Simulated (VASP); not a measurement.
# Be5Te2 (P4/mmm) in VASP: a series of runs

Runs on Be5Te2. Level: PBE. Tasks: single point, relaxation of cell and atoms.

All numbers are computed with VASP 6.6.1; they aren't measurements. Logs are shortened: lines on timing, memory, paths and dates and some standing lists are left out, and cuts for length are marked.

### 1 The cell of the first run

It takes space group P4/mmm (No. 123, tetragonal). Conventional cell: a = 5.790 Å, b = 5.790 Å, c = 5.948 Å, α = 90.00°, β = 90.00°, γ = 90.00°. Within 2.5 Å of Be (site symmetry m2m) lie 2 Be at 1.89 to 2.02 Å. Within 2.5 Å of Be (site symmetry 4/mmm) lie 4 Be at 1.89 Å. Within 3.7 Å of Te (site symmetry 4mm) lie 2 Te at 2.77 to 3.17 Å and 8 Be at 3.36 Å.

### 2 Single point, PBE

Input file INCAR:

```
ALGO     = Fast           # electronic algorithm
EDIFF    = 1E-6           # SCF threshold, eV
ENCUT    = 520            # plane-wave cutoff, eV
GGA      = PE             # functional
ISIF     = 2              # what is computed and relaxed
ISMEAR   = 0              # smearing method
LASPH    = True           # aspherical terms in the spheres
LCHARG   = False          # write CHGCAR
LREAL    = False          # projectors in reciprocal space
LWAVE    = False          # write WAVECAR
NBANDS   = 20             # bands
NELM     = 100            # most SCF steps
PREC     = Accurate       # precision mode
SIGMA    = 0.2            # smearing width, eV
```

Input file KPOINTS:

```
k-points
0
Gamma
  4 4 3
```

Input file POSCAR:

```
Be5Te2
1.0
    5.7902875300      0.0000000000      0.0000000000
    0.0000000000      5.7902875300      0.0000000000
    0.0000000000      0.0000000000      5.9477749323
Be Te
5 2
Direct
    0.8259963955      0.5000000000      0.0000000000
    0.1740036045      0.5000000000      0.0000000000
    0.5000000000      0.8259963955      0.0000000000
    0.5000000000      0.1740036045      0.0000000000
    0.5000000000      0.5000000000      0.0000000000
    0.0000000000      0.0000000000      0.2331179935
    0.0000000000      0.0000000000      0.7668820065
```

Potentials or basis: VASP PAW PBE potentials, release 64 (Be, Te).

Started as:

```
> cat potpaw_PBE.64/Be/POTCAR potpaw_PBE.64/Te/POTCAR > POTCAR
> mpirun -np 1 vasp_std > vasp.out
```

OUTCAR:

```text
EDIFF = 1E-6
   ENCUT = 520
   GGA = PE
   ISIF = 2
   ISMEAR = 0
   LASPH = True
   LREAL = False
   NELM = 100
   PREC = Accurate

 ion  position               nearest neighbor table
   1  0.826  0.500  0.000-   5 1.89   2 2.02
   2  0.174  0.500  0.000-   5 1.89   1 2.02
   3  0.500  0.826  0.000-   5 1.89   4 2.02
   4  0.500  0.174  0.000-   5 1.89   3 2.02
   5  0.500  0.500  0.000-   1 1.89   2 1.89   3 1.89   4 1.89
   6  0.000  0.000  0.233-   7 2.77   7 3.17
   7  0.000  0.000  0.767-   6 2.77   6 3.17

  LATTYP: Found a simple tetragonal cell.
 ALAT       =     5.7902875300
 C/A-ratio  =     1.0271985461

  Lattice vectors:

 A1 = (   5.7902875300,   0.0000000000,   0.0000000000)
 A2 = (   0.0000000000,   5.7902875300,   0.0000000000)
 A3 = (   0.0000000000,   0.0000000000,   5.9477749323)

Analysis of symmetry for initial positions (statically):
=====================================================================
 Subroutine PRICEL returns:
 Original cell was already a primitive cell.

 Routine SETGRP: Setting up the symmetry group for a
 simple tetragonal supercell.

 Subroutine GETGRP returns: Found 16 space group operations
 (whereof 16 operations were pure point group operations)
 out of a pool of 16 trial point group operations.

The static configuration has the point symmetry D_4h.

Analysis of symmetry for dynamics (positions and initial velocities):
=====================================================================
 Subroutine PRICEL returns:
 Original cell was already a primitive cell.

 Routine SETGRP: Setting up the symmetry group for a
 simple tetragonal supercell.

 Subroutine GETGRP returns: Found 16 space group operations
 (whereof 16 operations were pure point group operations)
 out of a pool of 16 trial point group operations.

The dynamic configuration has the point symmetry D_4h.

 Subroutine INISYM returns: Found 16 space group operations
 (whereof 16 operations are pure point group operations),
 and found     1 'primitive' translations

----------------------------------------------------------------------------------------

                                     Primitive cell

  volume of cell :     199.4136

  direct lattice vectors                    reciprocal lattice vectors
     5.790287530  0.000000000  0.000000000     0.172702995  0.000000000  0.000000000
     0.000000000  5.790287530  0.000000000     0.000000000  0.172702995  0.000000000
     0.000000000  0.000000000  5.947774932     0.000000000  0.000000000  0.168130101

  length of vectors
     5.790287530  5.790287530  5.947774932     0.172702995  0.172702995  0.168130101

  position of ions in fractional coordinates (direct lattice)
     0.825996395  0.500000000  0.000000000
     0.174003605  0.500000000  0.000000000
     0.500000000  0.825996395  0.000000000
     0.500000000  0.174003605  0.000000000
     0.500000000  0.500000000  0.000000000
     0.000000000  0.000000000  0.233117994
     0.000000000  0.000000000  0.766882006

  ion indices of the primitive-cell ions
   primitive index   ion index
                 1           1
                 2           2
                 3           3
                 4           4
                 5           5
                 6           6
                 7           7

----------------------------------------------------------------------------------------

 KPOINTS: k-points

Automatic generation of k-mesh.
 Grid dimensions read from file:
 generate k-points for:    4    4    3

 Generating k-lattice:

  Cartesian coordinates                     Fractional coordinates (reciprocal lattice)
     0.043175749  0.000000000  0.000000000     0.250000000  0.000000000  0.000000000
     0.000000000  0.043175749  0.000000000     0.000000000  0.250000000  0.000000000
     0.000000000  0.000000000  0.056043367     0.000000000  0.000000000  0.333333333

  Length of vectors
     0.043175749  0.043175749  0.056043367

  Shift w.r.t. Gamma in fractional coordinates (k-lattice)
     0.000000000  0.000000000  0.000000000

 Subroutine IBZKPT returns following result:
 ===========================================

 Found     12 irreducible k-points:

 Following reciprocal coordinates:
            Coordinates               Weight
  0.000000  0.000000  0.000000      1.000000
  0.250000  0.000000  0.000000      4.000000
  0.500000  0.000000  0.000000      2.000000
  0.250000  0.250000  0.000000      4.000000
  0.500000  0.250000  0.000000      4.000000
  0.500000  0.500000  0.000000      1.000000
  0.000000  0.000000  0.333333      2.000000
  0.250000  0.000000  0.333333      8.000000
  0.500000  0.000000  0.333333      4.000000
  0.250000  0.250000  0.333333      8.000000
  0.500000  0.250000  0.333333      8.000000
  0.500000  0.500000  0.333333      2.000000
   k-points           NKPTS =     12   k-points in BZ     NKDIM =     12   number of bands    NBANDS=     20
   number of dos      NEDOS =    301   number of ions     NIONS =      7
   total plane-waves  NPLWV = 110592
   dimension x,y,z NGX =    48 NGY =   48 NGZ =   48
   dimension x,y,z NGXF=    96 NGYF=   96 NGZF=   96
   ions per type =               5   2
   NGX,Y,Z   is equivalent  to a cutoff of  13.78, 13.78, 13.42 a.u.
   NGXF,Y,Z  is equivalent  to a cutoff of  27.56, 27.56, 26.83 a.u.
 SYSTEM =  unknown system
   PREC   = accura    normal or accurate (medium, high low for compatibility)
   ISTART =      0    job   : 0-new  1-cont  2-samecut
   ICHARG =      2    charge: 1-file 2-atom 10-const
   ISPIN  =      1    spin polarized calculation?
   LNONCOLLINEAR =      F non collinear calculations
   LSORBIT =      F    spin-orbit coupling
   LASPH  =      T    aspherical Exc in radial PAW
   ENCUT  =  520.0 eV  38.22 Ry    6.18 a.u.  10.77 10.77 11.06*2*pi/ulx,y,z
   NELM   =    100;   NELMIN=  2; NELMDL= -5     # of ELM steps
   EDIFF  = 0.1E-05   stopping-criterion for ELM
   LREAL  =      F    real-space projection
   EDIFFG = 0.1E-04   stopping-criterion for IOM
   NSW    =      0    number of steps for IOM
   IBRION =     -1    ionic relax: 0-MD 1-quasi-New 2-CG
   NFREE  =      0    steps in history (QN), initial steepest desc. (CG)
   ISIF   =      2    stress and relaxation
   ISYM   =      2    0-nonsym 1-usesym 2-fastsym
   POTIM  = 0.5000    time-step for ionic-motion
   TEBEG  =    0.0;   TEEND  =   0.0 temperature during run
   PSTRESS=    0.0 pullay stress
   NELECT =      22.0000    total number of electrons
   NUPDOWN=      -1.0000    fix difference up-down
   EMIN   =  10.00;   EMAX   =-10.00  energy-range for DOS
   EFERMI =   0.00;   METHOD = LEGACY
   ISMEAR =     0;   SIGMA  =   0.20  broadening in eV -4-tet -1-fermi 0-gaus
   EFERMI_NEDOS =   21; number of points for ismear=-14 and -15
   IALGO  =     68    algorithm
   IMIX   =      4    mixing-type and parameters
     AMIX     =   0.40;   BMIX     =  1.00
     AMIX_MAG =   1.60;   BMIX_MAG =  1.00
  volume/ion in A,a.u.               =      28.49       192.24
  Fermi-wavevector in a.u.,A,eV,Ry     =   0.785171  1.483758  8.387899  0.616493
  Thomas-Fermi vector in A             =   1.889452
   LORBIT       =      0    0 simple, 1 ext, 2 COOP (PROOUT), +10 PAW based schemes
   GGA     = PE    functional components
   LHFCALC =     F    Hartree Fock is set to
   AEXX    =    0.0000 exact exchange contribution
   IVDW    =     0    specifies the selected vdW correction
   LEPSILON=     F    determine dielectric tensor
   LRPA    =     F    only Hartree local field effects (RPA)
 non-spin polarized calculation
 RMM-DIIS sequential band-by-band and
 Gauss-broadening in eV      SIGMA  =   0.20
  energy-cutoff  :      520.00
  volume of cell :      199.41
 maximum number of plane-waves:      5408
 NGX is ok and might be reduce to    48
   NGX = 21   NGY = 21   NGZ = 23

 number of electron      22.0000002 magnetization

 Free energy of the ion-electron system (eV)
  ---------------------------------------------------
  ext. energy  EPLUGINS =         0.00000000
  ---------------------------------------------------
  free energy    TOTEN  =       -16.68873683 eV

  energy without entropy =      -16.60148920  energy(sigma->0) =      -16.64511302

 E-fermi :   1.1083     XC(G=0):  -7.0194

 val. band max:        1.1023686490   @ k =   0.5000   0.2500   0.3333
 cond. band min:       1.1823197434   @ k =   0.2500   0.2500   0.3333
 fundamental gap:      0.0799510943
 Fermi energy:         1.1083200570

 k-point     1 :       0.0000    0.0000    0.0000
  band No.  band energies     occupation
      1     -11.0462      2.00000
      2      -8.0123      2.00000
      3      -4.1179      2.00000
      4      -3.2119      2.00000
      5      -2.4774      2.00000
      6      -2.4774      2.00000
[... 12 lines left out ...]
     19       6.4128      0.00000
     20       6.4506      0.00000

 k-point     2 :       0.2500    0.0000    0.0000
  band No.  band energies     occupation
      1     -11.0327      2.00000
      2      -8.0002      2.00000
      3      -4.1265      2.00000
      4      -3.6701      2.00000
      5      -2.3295      2.00000
      6      -2.2147      2.00000
[... 12 lines left out ...]
     19       6.0328      0.00000
     20       6.1946      0.00000

 k-point     3 :       0.5000    0.0000    0.0000
  band No.  band energies     occupation
      1     -11.0188      2.00000
      2      -7.9881      2.00000
      3      -4.1888      2.00000
      4      -3.9062      2.00000
      5      -2.1269      2.00000
      6      -1.6580      2.00000
[... 12 lines left out ...]
     19       6.1459      0.00000
     20       7.1278      0.00000

 k-point     4 :       0.2500    0.2500    0.0000
  band No.  band energies     occupation
      1     -11.0194      2.00000
      2      -7.9886      2.00000
      3      -4.0749      2.00000
      4      -3.6561      2.00000
      5      -3.1578      2.00000
      6      -1.8764      2.00000
[... 12 lines left out ...]
     19       6.4864      0.00000
     20       7.3240      0.00000

 k-point     5 :       0.5000    0.2500    0.0000
  band No.  band energies     occupation
      1     -11.0060      2.00000
      2      -7.9769      2.00000
      3      -3.9914      2.00000
      4      -3.8803      2.00000
      5      -3.0833      2.00000
      6      -2.4511      2.00000
[... 12 lines left out ...]
     19       6.4994      0.00000
     20       7.3081      0.00000

 k-point     6 :       0.5000    0.5000    0.0000
  band No.  band energies     occupation
      1     -10.9930      2.00000
      2      -7.9657      2.00000
      3      -3.8267      2.00000
      4      -3.5336      2.00000
      5      -3.5336      2.00000
      6      -3.2344      2.00000
[... 12 lines left out ...]
     19       5.9985      0.00000
     20       6.9664      0.00000

 k-point     7 :       0.0000    0.0000    0.3333
  band No.  band energies     occupation
      1     -10.7244      2.00000
      2      -8.9760      2.00000
      3      -3.5164      2.00000
      4      -2.2915      2.00000
      5      -2.2915      2.00000
      6      -1.8022      2.00000
[... 12 lines left out ...]
     19       6.2296      0.00000
     20       6.6257      0.00000

 k-point     8 :       0.2500    0.0000    0.3333
  band No.  band energies     occupation
      1     -10.7099      2.00000
      2      -8.9649      2.00000
      3      -3.8366      2.00000
      4      -2.3064      2.00000
      5      -2.1260      2.00000
      6      -1.7308      2.00000
[... 12 lines left out ...]
     19       5.6539      0.00000
     20       6.5201      0.00000

 k-point     9 :       0.5000    0.0000    0.3333
  band No.  band energies     occupation
      1     -10.6951      2.00000
      2      -8.9537      2.00000
      3      -4.0987      2.00000
      4      -2.1714      2.00000
      5      -1.8836      2.00000
      6      -1.5588      2.00000
[... 12 lines left out ...]
     19       5.8313      0.00000
     20       6.6090      0.00000

 k-point    10 :       0.2500    0.2500    0.3333
  band No.  band energies     occupation
      1     -10.6957      2.00000
      2      -8.9542      2.00000
      3      -3.8059      2.00000
      4      -3.0130      2.00000
      5      -1.9289      2.00000
      6      -1.7271      2.00000
[... 12 lines left out ...]
     19       6.5458      0.00000
     20       7.4084      0.00000

 k-point    11 :       0.5000    0.2500    0.3333
  band No.  band energies     occupation
      1     -10.6814      2.00000
      2      -8.9433      2.00000
      3      -3.8990      2.00000
      4      -2.9967      2.00000
      5      -2.3744      2.00000
      6      -1.8464      2.00000
[... 12 lines left out ...]
     19       6.8948      0.00000
     20       7.3275      0.00000

 k-point    12 :       0.5000    0.5000    0.3333
  band No.  band energies     occupation
      1     -10.6675      2.00000
      2      -8.9329      2.00000
      3      -3.3959      2.00000
      4      -3.3959      2.00000
      5      -3.2076      2.00000
      6      -1.8315      2.00000
[... 12 lines left out ...]
     19       6.5753      0.00000
     20       7.0174      0.00000

------------------------ aborting loop because EDIFF is reached ----------------------------------------

  FORCE on cell =-STRESS in cart. coord.  units (eV):
  Direction    XX          YY          ZZ          XY          YZ          ZX
  --------------------------------------------------------------------------------------
  -------------------------------------------------------------------------------------
  Total       -0.0310442     -0.0310442     -0.2546672      0.0000000     -0.0000000      0.0000000
  in kB       -0.2494225     -0.2494225     -2.0461094      0.0000000     -0.0000000      0.0000000
  external PRESSURE =      -0.8483181 kB  Pullay stress =       0.0000000 kB

 VOLUME and BASIS-vectors are now :
 -----------------------------------------------------------------------------
  energy-cutoff  :      520.00
  volume of cell :      199.41
      direct lattice vectors                 reciprocal lattice vectors
     5.790287530  0.000000000  0.000000000     0.172702995  0.000000000  0.000000000
     0.000000000  5.790287530  0.000000000     0.000000000  0.172702995  0.000000000
     0.000000000  0.000000000  5.947774932     0.000000000  0.000000000  0.168130101

 POSITION                                       TOTAL-FORCE (eV/Angst)
 -----------------------------------------------------------------------------------
      4.78276      2.89514      0.00000         0.032655      0.000000     -0.000000
      1.00753      2.89514      0.00000        -0.032655     -0.000000     -0.000000
      2.89514      4.78276      0.00000         0.000000      0.032655     -0.000000
      2.89514      1.00753      0.00000        -0.000000     -0.032655     -0.000000
      2.89514      2.89514      0.00000        -0.000000     -0.000000     -0.000000
      0.00000      0.00000      1.38653        -0.000000     -0.000000      0.057638
      0.00000      0.00000      4.56124        -0.000000      0.000000     -0.057638
 -----------------------------------------------------------------------------------
    total drift:                               -0.000000     -0.000000      0.000000

  FREE ENERGIE OF THE ION-ELECTRON SYSTEM (eV)
  ---------------------------------------------------
  free  energy   TOTEN  =       -16.6887368317 eV

  energy  without entropy=      -16.6014892029  energy(sigma->0) =      -16.64511302
```

It took 63 s on 1 thread of AMD EPYC 7R43 (Zen 3), shared host; peak memory 0.3 GiB.

Results:

| Quantity | Value |
| --- | --- |
| Free energy | -16.6887 eV |
| Pressure | -0.1 GPa |
| Largest force | 0.058 eV/Å |
| Band gap on the k mesh | zero (band 11 reaches 1.83 eV, above the bottom of band 12 at 0.74 eV) |

Forces in eV/Å, atoms in the order of the input:
```
Be   0.033  0.000  0.000
Be  -0.033  0.000  0.000
Be   0.000  0.033  0.000
Be   0.000 -0.033  0.000
Be   0.000  0.000  0.000
Te   0.000  0.000  0.058
Te   0.000  0.000 -0.058
```

Caveat: spin-orbit coupling is left out, which moves the levels of the heavy elements.

(Part 1 of 2 ends here.)
